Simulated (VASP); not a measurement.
# SiO2 (rutile type) (P4_2/mnm) in VASP: single point with PBE

Aim: the single point of SiO2 (rutile type) with PBE.

Everything below comes from runs of VASP 6.6.1. Logs are shortened: lines on timing, memory, paths and dates and some standing lists are left out, and cuts for length are marked.

## Step 1: The cell of the first run

It takes space group P4_2/mnm (No. 136, tetragonal). Conventional cell: a = 4.236 Å, b = 4.236 Å, c = 2.690 Å, α = 90.00°, β = 90.00°, γ = 90.00°. Si (site symmetry mmm) has 6 O at 1.77 to 1.84 Å within 2.4 Å. Within 2.4 Å of O (site symmetry m2m) lie 3 Si at 1.77 to 1.84 Å and 1 O at 2.31 Å.

## Step 2: Single point, PBE (8.05 Å³/atom)

The input, POSCAR:

```
SiO2
1.0
    4.2362801505      0.0000000000      0.0000000000
    0.0000000000      4.2362801505      0.0000000000
    0.0000000000      0.0000000000      2.6904325891
Si O
2 4
Direct
    0.0000000000      0.0000000000      0.0000000000
    0.5000000000      0.5000000000      0.5000000000
    0.3069894258      0.3069894258      0.0000000000
    0.6930105742      0.6930105742      0.0000000000
    0.8069894258      0.1930105742      0.5000000000
    0.1930105742      0.8069894258      0.5000000000
```

The input, INCAR.step1:

```
PREC = Accurate
ENCUT = 520
EDIFF = 1E-7
ISMEAR = -1
SIGMA = 0.1
LREAL = F
LASPH = T
NELM = 60
ALGO = Normal
ISIF = 2
LWAVE = F
LCHARG = T
GGA = PE
NBANDS = 25
```

The input, KPOINTS.step1:

```
Automatic mesh
0
Gamma
  7 7 10
```

The input, INCAR.step2:

```
PREC = Accurate
ENCUT = 520
EDIFF = 1E-7
ISMEAR = -5
SIGMA = 0.1
LREAL = F
LASPH = T
NELM = 60
ALGO = Normal
ISIF = 2
LWAVE = F
LCHARG = F
GGA = PE
LORBIT = 11
NBANDS = 25
NEDOS = 1001
ICHARG = 11
```

The input, KPOINTS.step2:

```
Automatic mesh
0
Gamma
  11 11 15
```

Potentials or basis: VASP PAW PBE potentials, release 64 (Si, O).

Started as:

```
$ cat potpaw_PBE.64/Si/POTCAR potpaw_PBE.64/O/POTCAR > POTCAR
$ cp INCAR.step1 INCAR
$ cp KPOINTS.step1 KPOINTS
$ mpirun -np 1 vasp_std > vasp.out
$ cp INCAR.step2 INCAR
$ cp KPOINTS.step2 KPOINTS
$ mpirun -np 1 vasp_std > vasp.out
```

OUTCAR:

```text
PREC = Accurate
   ENCUT = 520
   EDIFF = 1E-7
   ISMEAR = -5
   LREAL = F
   LASPH = T
   NELM = 60
   ISIF = 2
   GGA = PE
   LORBIT = 11
   ICHARG = 11

 ion  position               nearest neighbor table
   1  0.000  0.000  0.000-   5 1.77   6 1.77   5 1.77   6 1.77   3 1.84   4 1.84
   2  0.500  0.500  0.500-   3 1.77   4 1.77   3 1.77   4 1.77   5 1.84   6 1.84
   3  0.307  0.307  0.000-   2 1.77   2 1.77   1 1.84
   4  0.693  0.693  0.000-   2 1.77   2 1.77   1 1.84
   5  0.807  0.193  0.500-   1 1.77   1 1.77   2 1.84
   6  0.193  0.807  0.500-   1 1.77   1 1.77   2 1.84

  LATTYP: Found a simple tetragonal cell.
 ALAT       =     4.2362801505
 C/A-ratio  =     0.6350931698

  Lattice vectors:

 A1 = (   4.2362801505,   0.0000000000,   0.0000000000)
 A2 = (   0.0000000000,   4.2362801505,   0.0000000000)
 A3 = (   0.0000000000,   0.0000000000,   2.6904325891)

Analysis of symmetry for initial positions (statically):
=====================================================================
 Subroutine PRICEL returns:
 Original cell was already a primitive cell.

 Routine SETGRP: Setting up the symmetry group for a
 simple tetragonal supercell.

 Subroutine GETGRP returns: Found 16 space group operations
 (whereof  8 operations were pure point group operations)
 out of a pool of 16 trial point group operations.

The static configuration has the point symmetry D_2h.
 The point group associated with its full space group is D_4h.

Analysis of symmetry for dynamics (positions and initial velocities):
=====================================================================
 Subroutine PRICEL returns:
 Original cell was already a primitive cell.

 Routine SETGRP: Setting up the symmetry group for a
 simple tetragonal supercell.

 Subroutine GETGRP returns: Found 16 space group operations
 (whereof  8 operations were pure point group operations)
 out of a pool of 16 trial point group operations.

The dynamic configuration has the point symmetry D_2h.
 The point group associated with its full space group is D_4h.

 Subroutine INISYM returns: Found 16 space group operations
 (whereof  8 operations are pure point group operations),
 and found     1 'primitive' translations

----------------------------------------------------------------------------------------

                                     Primitive cell

  volume of cell :      48.2827

  direct lattice vectors                    reciprocal lattice vectors
     4.236280150  0.000000000  0.000000000     0.236056154  0.000000000  0.000000000
     0.000000000  4.236280150  0.000000000     0.000000000  0.236056154  0.000000000
     0.000000000  0.000000000  2.690432589     0.000000000  0.000000000  0.371687439

  length of vectors
     4.236280150  4.236280150  2.690432589     0.236056154  0.236056154  0.371687439

  position of ions in fractional coordinates (direct lattice)
     0.000000000  0.000000000  0.000000000
     0.500000000  0.500000000  0.500000000
     0.306989426  0.306989426  0.000000000
     0.693010574  0.693010574  0.000000000
     0.806989426  0.193010574  0.500000000
     0.193010574  0.806989426  0.500000000

  ion indices of the primitive-cell ions
   primitive index   ion index
                 1           1
                 2           2
                 3           3
                 4           4
                 5           5
                 6           6

----------------------------------------------------------------------------------------

 KPOINTS: Automatic mesh

Automatic generation of k-mesh.
 Grid dimensions read from file:
 generate k-points for:   11   11   15

 Generating k-lattice:

  Cartesian coordinates                     Fractional coordinates (reciprocal lattice)
     0.021459650  0.000000000  0.000000000     0.090909091  0.000000000  0.000000000
     0.000000000  0.021459650  0.000000000     0.000000000  0.090909091  0.000000000
     0.000000000  0.000000000  0.024779163     0.000000000  0.000000000  0.066666667

  Length of vectors
     0.021459650  0.021459650  0.024779163

  Shift w.r.t. Gamma in fractional coordinates (k-lattice)
     0.000000000  0.000000000  0.000000000

 TETIRR: Found   2696 inequivalent tetrahedra from    10890

 Subroutine IBZKPT returns following result:
 ===========================================

 Found    168 irreducible k-points:

 Following reciprocal coordinates:
            Coordinates               Weight
  0.000000  0.000000  0.000000      1.000000
  0.090909  0.000000  0.000000      4.000000
  0.181818  0.000000  0.000000      4.000000
  0.272727  0.000000  0.000000      4.000000
  0.363636  0.000000  0.000000      4.000000
  0.454545  0.000000  0.000000      4.000000
[... 16 lines left out ...]
  0.090909  0.000000  0.066667      8.000000
  0.181818  0.000000  0.066667      8.000000
 [... further k-points ...]
   k-points           NKPTS =    168   k-points in BZ     NKDIM =    168   number of bands    NBANDS=     25
   number of dos      NEDOS =   1001   number of ions     NIONS =      6
   total plane-waves  NPLWV =  20480
   dimension x,y,z NGX =    32 NGY =   32 NGZ =   20
   dimension x,y,z NGXF=    64 NGYF=   64 NGZF=   40
   ions per type =               2   4
   NGX,Y,Z   is equivalent  to a cutoff of  12.56, 12.56, 12.36 a.u.
   NGXF,Y,Z  is equivalent  to a cutoff of  25.12, 25.12, 24.72 a.u.
 SYSTEM =  unknown system
   PREC   = accura    normal or accurate (medium, high low for compatibility)
   ISTART =      0    job   : 0-new  1-cont  2-samecut
   ICHARG =     11    charge: 1-file 2-atom 10-const
   ISPIN  =      1    spin polarized calculation?
   LNONCOLLINEAR =      F non collinear calculations
   LSORBIT =      F    spin-orbit coupling
   LASPH  =      T    aspherical Exc in radial PAW
   ENCUT  =  520.0 eV  38.22 Ry    6.18 a.u.   7.88  7.88  5.00*2*pi/ulx,y,z
   NELM   =     60;   NELMIN=  2; NELMDL=  0     # of ELM steps
   EDIFF  = 0.1E-06   stopping-criterion for ELM
   LREAL  =      F    real-space projection
   EDIFFG = 0.1E-05   stopping-criterion for IOM
   NSW    =      0    number of steps for IOM
   IBRION =     -1    ionic relax: 0-MD 1-quasi-New 2-CG
   NFREE  =      0    steps in history (QN), initial steepest desc. (CG)
   ISIF   =      2    stress and relaxation
   ISYM   =      2    0-nonsym 1-usesym 2-fastsym
   POTIM  = 0.5000    time-step for ionic-motion
   TEBEG  =    0.0;   TEEND  =   0.0 temperature during run
   PSTRESS=    0.0 pullay stress
   NELECT =      32.0000    total number of electrons
   NUPDOWN=      -1.0000    fix difference up-down
   EMIN   =  10.00;   EMAX   =-10.00  energy-range for DOS
   EFERMI =   0.00;   METHOD = LEGACY
   ISMEAR =    -5;   SIGMA  =   0.10  broadening in eV -4-tet -1-fermi 0-gaus
   EFERMI_NEDOS =   21; number of points for ismear=-14 and -15
   IALGO  =     38    algorithm
   IMIX   =      4    mixing-type and parameters
     AMIX     =   0.40;   BMIX     =  1.00
     AMIX_MAG =   1.60;   BMIX_MAG =  1.00
  volume/ion in A,a.u.               =       8.05        54.30
  Fermi-wavevector in a.u.,A,eV,Ry     =   1.427341  2.697283 27.719172  2.037302
  Thomas-Fermi vector in A             =   2.547521
   LORBIT       =     11    0 simple, 1 ext, 2 COOP (PROOUT), +10 PAW based schemes
   GGA     = PE    functional components
   LHFCALC =     F    Hartree Fock is set to
   AEXX    =    0.0000 exact exchange contribution
   IVDW    =     0    specifies the selected vdW correction
   LEPSILON=     F    determine dielectric tensor
   LRPA    =     F    only Hartree local field effects (RPA)
 non-spin polarized calculation
 Fermi weights with tetrahedron method with Bloechl corrections
  energy-cutoff  :      520.00
  volume of cell :       48.28
 maximum number of plane-waves:      1320
 NGX is ok and might be reduce to    32

 number of electron      31.9999992 magnetization

 Free energy of the ion-electron system (eV)
  ---------------------------------------------------
  ext. energy  EPLUGINS =         0.00000000
  ---------------------------------------------------
  free energy    TOTEN  =       -46.31689534 eV

  energy without entropy =      -46.31689534  energy(sigma->0) =      -46.31689534

 E-fermi :   7.7546     XC(G=0): -12.0794

 val. band max:        7.7302846204   @ k =   0.0000   0.0000   0.0000
 cond. band min:      12.7544114348   @ k =   0.0000   0.0000   0.0000
 fundamental gap:      5.0241268144
 Fermi energy:         7.7546271419

 k-point     1 :       0.0000    0.0000    0.0000
  band No.  band energies     occupation
      1     -14.4801      2.00000
      2     -11.0200      2.00000
      3     -11.0200      2.00000
      4     -10.8633      2.00000
      5      -2.8748      2.00000
      6       1.4979      2.00000
[... 17 lines left out ...]
     24      21.4180      0.00000
     25      23.0852      0.00000

 k-point     2 :       0.0909    0.0000    0.0000
  band No.  band energies     occupation
      1     -14.4388      2.00000
      2     -11.3181      2.00000
      3     -10.9994      2.00000
      4     -10.6523      2.00000
      5      -2.8160      2.00000
      6       1.2171      2.00000
[... 17 lines left out ...]
     24      21.2246      0.00000
     25      23.0651      0.00000

 k-point     3 :       0.1818    0.0000    0.0000
  band No.  band energies     occupation
      1     -14.3158      2.00000
      2     -11.7418      2.00000
      3     -10.9397      2.00000
      4     -10.4794      2.00000
      5      -2.6447      2.00000
      6       0.6630      2.00000
[... 552 lines left out ...]
 k-point    23 :       0.0909    0.0000    0.0667
  band No.  band energies     occupation
      1     -14.3816      2.00000
      2     -11.2901      2.00000
      3     -10.9704      2.00000
      4     -10.6405      2.00000
      5      -2.7911      2.00000
      6       1.2579      2.00000
[... 17 lines left out ...]
     24      21.2393      0.00000
     25      22.9588      0.00000

 k-point    24 :       0.1818    0.0000    0.0667
  band No.  band energies     occupation
      1     -14.2592      2.00000
      2     -11.7083      2.00000
      3     -10.9121      2.00000
      4     -10.4700      2.00000
      5      -2.6134      2.00000
      6       0.7013      2.00000
[... 17 lines left out ...]
     24      21.0023      0.00000
     25      22.6425      0.00000

 [... further k-points ...]
[... 5 lines left out ...]
  --------------------------------------------------------------------------------------
  -------------------------------------------------------------------------------------
  Total       -0.0293513     -0.0293513      0.1654243      0.0000000      0.0000000      0.0000000
  in kB       -0.9739736     -0.9739736      5.4893170      0.0000000      0.0000000      0.0000000
  external PRESSURE =       1.1804566 kB  Pullay stress =       0.0000000 kB

 VOLUME and BASIS-vectors are now :
 -----------------------------------------------------------------------------
  energy-cutoff  :      520.00
  volume of cell :       48.28
      direct lattice vectors                 reciprocal lattice vectors
     4.236280150  0.000000000  0.000000000     0.236056154  0.000000000  0.000000000
     0.000000000  4.236280150  0.000000000     0.000000000  0.236056154  0.000000000
     0.000000000  0.000000000  2.690432589     0.000000000  0.000000000  0.371687439

 POSITION                                       TOTAL-FORCE (eV/Angst)
 -----------------------------------------------------------------------------------
      0.00000      0.00000      0.00000         0.000000      0.000000     -0.000000
      2.11814      2.11814      1.34522         0.000000      0.000000     -0.000000
      1.30049      1.30049      0.00000        -0.013088     -0.013088      0.000000
      2.93579      2.93579      0.00000         0.013088      0.013088     -0.000000
      3.41863      0.81765      1.34522        -0.013088      0.013088     -0.000000
      0.81765      3.41863      1.34522         0.013088     -0.013088     -0.000000
 -----------------------------------------------------------------------------------
    total drift:                                0.000000      0.000000      0.000000

  FREE ENERGIE OF THE ION-ELECTRON SYSTEM (eV)
  ---------------------------------------------------
  free  energy   TOTEN  =       -46.3168953432 eV

  energy  without entropy=      -46.3168953432  energy(sigma->0) =      -46.31689534

 total charge

# of ion       s       p       d       tot
------------------------------------------
    1        0.584   0.846   0.000   1.430
    2        0.584   0.846   0.000   1.430
    3        1.549   3.665   0.000   5.214
    4        1.549   3.665   0.000   5.214
    5        1.549   3.665   0.000   5.214
    6        1.549   3.665   0.000   5.214
--------------------------------------------------
tot          7.362  16.353   0.000  23.715
```

Run time: 3 min. Hardware: 1 thread of Intel Xeon 8259CL, shared host; peak memory 0.25 GiB.

What came out:

| Item | Value |
| --- | --- |
| Valence electrons inside the program's atomic spheres | Si 1.43; O 5.21 |

Levels at points of the mesh, in eV from the valence-band top:
```tsv
k point	band 12	band 13	band 14	band 15	band 16	band 17	band 18	band 19	band 20	band 21
(0.00, 0.00, 0.00)	-3.02	-2.50	-0.85	-0.85	0.00	5.02	6.61	8.29	8.29	11.08
```
